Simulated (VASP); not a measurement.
# AlN (Pm-3m) in VASP: a series of runs, part 2 of 2

VASP 6.6.1.

## Step 4: Single point, r2SCAN

Input file POSCAR:

```
AlN
1.0
    2.5854596279      0.0000000000      0.0000000000
    0.0000000000      2.5854596279      0.0000000000
    0.0000000000      0.0000000000      2.5854596279
Al N
1 1
Direct
    0.0000000000      0.0000000000      0.0000000000
    0.5000000000      0.5000000000      0.5000000000
```

Input file INCAR.step1:

```
ALGO = Normal
EDIFF = 1E-5
ENCUT = 660
GGA = PE
GGA_COMPAT = F
ISMEAR = -1
LASPH = T
LCHARG = F
LREAL = F
LWAVE = T
NBANDS = 11
NELM = 120
PREC = Accurate
SIGMA = 0.02
```

Input file INCAR.step2:

```
ALGO = Normal
EDIFF = 1E-6
ENCUT = 660
GGA_COMPAT = F
ISIF = 2
ISMEAR = -1
ISTART = 1
LASPH = T
LCHARG = F
LMIXTAU = T
LREAL = F
LWAVE = F
METAGGA = R2SCAN
NBANDS = 11
NELM = 120
PREC = Accurate
SIGMA = 0.02
```

Input file KPOINTS:

```
k-points
0
Gamma
  8 8 8
```

Potentials or basis: VASP PAW PBE potentials, release 64 (Al, N).

The run is started by

```console
$ cat potpaw_PBE.64/Al/POTCAR potpaw_PBE.64/N/POTCAR > POTCAR
$ cp INCAR.step1 INCAR
$ mpirun -np 1 vasp_std > vasp.out
$ cp INCAR.step2 INCAR
$ mpirun -np 1 vasp_std > vasp.out
```

OUTCAR:

```text
EDIFF = 1E-6
   ENCUT = 660
   ISIF = 2
   ISMEAR = -1
   ISTART = 1
   LASPH = T
   LREAL = F
   METAGGA = R2SCAN
   NELM = 120
   PREC = Accurate

 ion  position               nearest neighbor table
   1  0.000  0.000  0.000-   2 2.24   2 2.24   2 2.24   2 2.24   2 2.24   2 2.24   2 2.24   2 2.24

   2  0.500  0.500  0.500-   1 2.24   1 2.24   1 2.24   1 2.24   1 2.24   1 2.24   1 2.24   1 2.24

  LATTYP: Found a simple cubic cell.
 ALAT       =     2.5854596279

  Lattice vectors:

 A1 = (   2.5854596279,   0.0000000000,   0.0000000000)
 A2 = (   0.0000000000,   2.5854596279,   0.0000000000)
 A3 = (   0.0000000000,   0.0000000000,   2.5854596279)

Analysis of symmetry for initial positions (statically):
=====================================================================
 Subroutine PRICEL returns:
 Original cell was already a primitive cell.

 Routine SETGRP: Setting up the symmetry group for a
 simple cubic supercell.

 Subroutine GETGRP returns: Found 48 space group operations
 (whereof 48 operations were pure point group operations)
 out of a pool of 48 trial point group operations.

The static configuration has the point symmetry O_h .

Analysis of symmetry for dynamics (positions and initial velocities):
=====================================================================
 Subroutine PRICEL returns:
 Original cell was already a primitive cell.

 Routine SETGRP: Setting up the symmetry group for a
 simple cubic supercell.

 Subroutine GETGRP returns: Found 48 space group operations
 (whereof 48 operations were pure point group operations)
 out of a pool of 48 trial point group operations.

The dynamic configuration has the point symmetry O_h .

 Subroutine INISYM returns: Found 48 space group operations
 (whereof 48 operations are pure point group operations),
 and found     1 'primitive' translations

----------------------------------------------------------------------------------------

                                     Primitive cell

  volume of cell :      17.2828

  direct lattice vectors                    reciprocal lattice vectors
     2.585459628  0.000000000  0.000000000     0.386778424  0.000000000  0.000000000
     0.000000000  2.585459628  0.000000000     0.000000000  0.386778424  0.000000000
     0.000000000  0.000000000  2.585459628     0.000000000  0.000000000  0.386778424

  length of vectors
     2.585459628  2.585459628  2.585459628     0.386778424  0.386778424  0.386778424

  position of ions in fractional coordinates (direct lattice)
     0.000000000  0.000000000  0.000000000
     0.500000000  0.500000000  0.500000000

  ion indices of the primitive-cell ions
   primitive index   ion index
                 1           1
                 2           2

----------------------------------------------------------------------------------------

 KPOINTS: k-points

Automatic generation of k-mesh.
 Grid dimensions read from file:
 generate k-points for:    8    8    8

 Generating k-lattice:

  Cartesian coordinates                     Fractional coordinates (reciprocal lattice)
[... 21 lines left out ...]
  0.500000  0.000000  0.000000      3.000000
  0.125000  0.125000  0.000000     12.000000
[... 16 lines left out ...]
  0.375000  0.375000  0.125000     24.000000
  0.500000  0.375000  0.125000     24.000000
 [... further k-points ...]
   k-points           NKPTS =     35   k-points in BZ     NKDIM =     35   number of bands    NBANDS=     11
   number of dos      NEDOS =    301   number of ions     NIONS =      2
   total plane-waves  NPLWV =  13824
   dimension x,y,z NGX =    24 NGY =   24 NGZ =   24
   dimension x,y,z NGXF=    48 NGYF=   48 NGZF=   48
   ions per type =               1   1
   NGX,Y,Z   is equivalent  to a cutoff of  15.43, 15.43, 15.43 a.u.
   NGXF,Y,Z  is equivalent  to a cutoff of  30.86, 30.86, 30.86 a.u.
 SYSTEM =  unknown system
   PREC   = accura    normal or accurate (medium, high low for compatibility)
   ISTART =      1    job   : 0-new  1-cont  2-samecut
   ICHARG =      0    charge: 1-file 2-atom 10-const
   ISPIN  =      1    spin polarized calculation?
   LNONCOLLINEAR =      F non collinear calculations
   LSORBIT =      F    spin-orbit coupling
   LASPH  =      T    aspherical Exc in radial PAW
   ENCUT  =  660.0 eV  48.51 Ry    6.96 a.u.   5.42  5.42  5.42*2*pi/ulx,y,z
   NELM   =    120;   NELMIN=  2; NELMDL=  0     # of ELM steps
   EDIFF  = 0.1E-05   stopping-criterion for ELM
   LREAL  =      F    real-space projection
   EDIFFG = 0.1E-04   stopping-criterion for IOM
   NSW    =      0    number of steps for IOM
   IBRION =     -1    ionic relax: 0-MD 1-quasi-New 2-CG
   NFREE  =      0    steps in history (QN), initial steepest desc. (CG)
   ISIF   =      2    stress and relaxation
   ISYM   =      2    0-nonsym 1-usesym 2-fastsym
   POTIM  = 0.5000    time-step for ionic-motion
   TEBEG  =    0.0;   TEEND  =   0.0 temperature during run
   PSTRESS=    0.0 pullay stress
   NELECT =       8.0000    total number of electrons
   NUPDOWN=      -1.0000    fix difference up-down
   EMIN   =  10.00;   EMAX   =-10.00  energy-range for DOS
   EFERMI =   0.00;   METHOD = LEGACY
   ISMEAR =    -1;   SIGMA  =   0.02  broadening in eV -4-tet -1-fermi 0-gaus
   EFERMI_NEDOS =   21; number of points for ismear=-14 and -15
   IALGO  =     38    algorithm
   IMIX   =      4    mixing-type and parameters
     AMIX     =   0.40;   BMIX     =  1.00
     AMIX_MAG =   1.60;   BMIX_MAG =  1.00
  volume/ion in A,a.u.               =       8.64        58.31
  Fermi-wavevector in a.u.,A,eV,Ry     =   1.266389  2.393128 21.820216  1.603741
  Thomas-Fermi vector in A             =   2.399592
   LORBIT       =      0    0 simple, 1 ext, 2 COOP (PROOUT), +10 PAW based schemes
   METAGGA = R2SCAN    functional components
   LHFCALC =     F    Hartree Fock is set to
   AEXX    =    0.0000 exact exchange contribution
   IVDW    =     0    specifies the selected vdW correction
   LEPSILON=     F    determine dielectric tensor
   LRPA    =     F    only Hartree local field effects (RPA)
 non-spin polarized calculation
  energy-cutoff  :      660.00
  volume of cell :       17.28
 maximum number of plane-waves:       691
 NGX is ok and might be reduce to    24
   NGX = 11   NGY = 11   NGZ = 11

 number of electron       8.0000001 magnetization

 Free energy of the ion-electron system (eV)
  ---------------------------------------------------
  ext. energy  EPLUGINS =         0.00000000
  ---------------------------------------------------
  free energy    TOTEN  =       -15.40161909 eV

  energy without entropy =      -15.40048616  energy(sigma->0) =      -15.40105263

 E-fermi :  11.2912     XC(G=0): -12.9405

 val. band max:       11.2732312590   @ k =   0.5000   0.3750   0.0000
 cond. band min:      11.3091729018   @ k =   0.3750   0.3750   0.0000
 fundamental gap:      0.0359416428
 Fermi energy:        11.2912310534

 k-point     1 :       0.0000    0.0000    0.0000
  band No.  band energies     occupation
      1      -8.4394      2.00000
      2       9.4430      2.00000
      3       9.4430      2.00000
      4       9.4430      2.00000
      5      12.6720      0.00000
      6      17.8664      0.00000
      7      17.8664      0.00000
      8      28.4595      0.00000
      9      28.4595      0.00000
     10      28.4595      0.00000
     11      35.3516      0.00000
[... 309 lines left out ...]
 k-point    24 :       0.5000    0.3750    0.1250
  band No.  band energies     occupation
      1      -3.7885      2.00000
      2       2.9663      2.00000
      3       4.5545      2.00000
      4      10.3915      2.00000
      5      11.5612      0.00000
      6      19.3832      0.00000
      7      19.8173      0.00000
      8      25.5771      0.00000
      9      26.9189      0.00000
     10      28.8401      0.00000
     11      29.5998      0.00000

 [... further k-points ...]

------------------------ aborting loop because EDIFF is reached ----------------------------------------

  FORCE on cell =-STRESS in cart. coord.  units (eV):
  Direction    XX          YY          ZZ          XY          YZ          ZX
  --------------------------------------------------------------------------------------
  -------------------------------------------------------------------------------------
  Total       -0.0666024     -0.0666024     -0.0666024     -0.0000000     -0.0000000      0.0000000
  in kB       -6.1742890     -6.1742890     -6.1742890     -0.0000000     -0.0000000      0.0000000
  external PRESSURE =      -6.1742890 kB  Pullay stress =       0.0000000 kB

 VOLUME and BASIS-vectors are now :
 -----------------------------------------------------------------------------
  energy-cutoff  :      660.00
  volume of cell :       17.28
      direct lattice vectors                 reciprocal lattice vectors
     2.585459628  0.000000000  0.000000000     0.386778424  0.000000000  0.000000000
     0.000000000  2.585459628  0.000000000     0.000000000  0.386778424  0.000000000
     0.000000000  0.000000000  2.585459628     0.000000000  0.000000000  0.386778424

 POSITION                                       TOTAL-FORCE (eV/Angst)
 -----------------------------------------------------------------------------------
      0.00000      0.00000      0.00000         0.000000      0.000000      0.000000
      1.29273      1.29273      1.29273         0.000000      0.000000      0.000000
 -----------------------------------------------------------------------------------
    total drift:                                0.000000     -0.000000     -0.000000

  FREE ENERGIE OF THE ION-ELECTRON SYSTEM (eV)
  ---------------------------------------------------
  free  energy   TOTEN  =       -15.4016190944 eV

  energy  without entropy=      -15.4004861558  energy(sigma->0) =      -15.40105263
```

OUTCAR.step1:

```text
EDIFF = 1E-5
   ENCUT = 660
   GGA = PE
   ISMEAR = -1
   LASPH = T
   LREAL = F
[... 556 lines left out ...]
 -----------------------------------------------------------------------------------
      0.00000      0.00000      0.00000         0.000000      0.000000      0.000000
      1.29273      1.29273      1.29273         0.000000      0.000000      0.000000
 -----------------------------------------------------------------------------------
    total drift:                                0.000000     -0.000000     -0.000000

  FREE ENERGIE OF THE ION-ELECTRON SYSTEM (eV)
  ---------------------------------------------------
  free  energy   TOTEN  =       -11.4211064837 eV

  energy  without entropy=      -11.4202047946  energy(sigma->0) =      -11.42065564
```

OSZICAR.step1:

```text
N       E                     dE             d eps       ncg     rms          rms(c)
DAV:   1     0.189744866371E+02    0.18974E+02   -0.45348E+03   770   0.759E+02
DAV:   2    -0.119169617240E+02   -0.30891E+02   -0.29290E+02   989   0.169E+02
DAV:   3    -0.131847113130E+02   -0.12677E+01   -0.12646E+01   941   0.287E+01
DAV:   4    -0.131913254994E+02   -0.66142E-02   -0.66134E-02   852   0.231E+00
DAV:   5    -0.131913818010E+02   -0.56302E-04   -0.56301E-04   935   0.207E-01    0.727E+00
DAV:   6    -0.114640253718E+02    0.17274E+01   -0.89183E+00   937   0.158E+01    0.234E+00
DAV:   7    -0.114415350438E+02    0.22490E-01   -0.14441E-01   824   0.343E+00    0.153E+00
DAV:   8    -0.114222455079E+02    0.19290E-01   -0.41567E-02   812   0.156E+00    0.512E-01
DAV:   9    -0.114211096943E+02    0.11358E-02   -0.17353E-03   833   0.245E-01    0.149E-01
DAV:  10    -0.114211886050E+02   -0.78911E-04   -0.47575E-04   944   0.137E-01    0.580E-02
DAV:  11    -0.114211070301E+02    0.81575E-04   -0.33431E-04   894   0.102E-01    0.954E-03
DAV:  12    -0.114211064837E+02    0.54639E-06   -0.75744E-06   430   0.210E-02
   1 F= -.11421106E+02 E0= -.11420656E+02  d E =-.901689E-03
```

Wall time 12 s (1 thread of Intel Xeon 6975P-C (Granite Rapids), shared host); peak memory 0.13 GiB.

Results:

```yaml
Free_energy: -15.4016 eV
Pressure: -0.6 GPa
Band_gap_on_the_k_mesh: zero (band 4 reaches 11.31 eV, above the bottom of band 5 at 10.65 eV)
```

Caveat: the PAW data sets were made with another functional, which shifts forces and pressure a little.

## Step 5: Summary

```tsv
level	potentials or basis	k mesh	cutoff (eV)	gap on the mesh (eV)	pressure (GPa)
LDA	VASP PAW LDA potentials, release 64 (Al, N)	4 × 4 × 4	600	none	-2.5
PBE	VASP PAW PBE potentials, release 64 (Al, N)	8 × 8 × 8	600	none	6.2
r2SCAN	VASP PAW PBE potentials, release 64 (Al, N)	8 × 8 × 8	660	none	-0.6
```

Alike in all rows: task single point; no spin polarisation; cell as given; smearing fermi-dirac 0.02 eV.

Caveats: some runs use coarse meshes; the PAW data sets were made with another functional, which shifts forces and pressure a little (some runs).

Absolute energies hang on the potentials; compare differences alone.
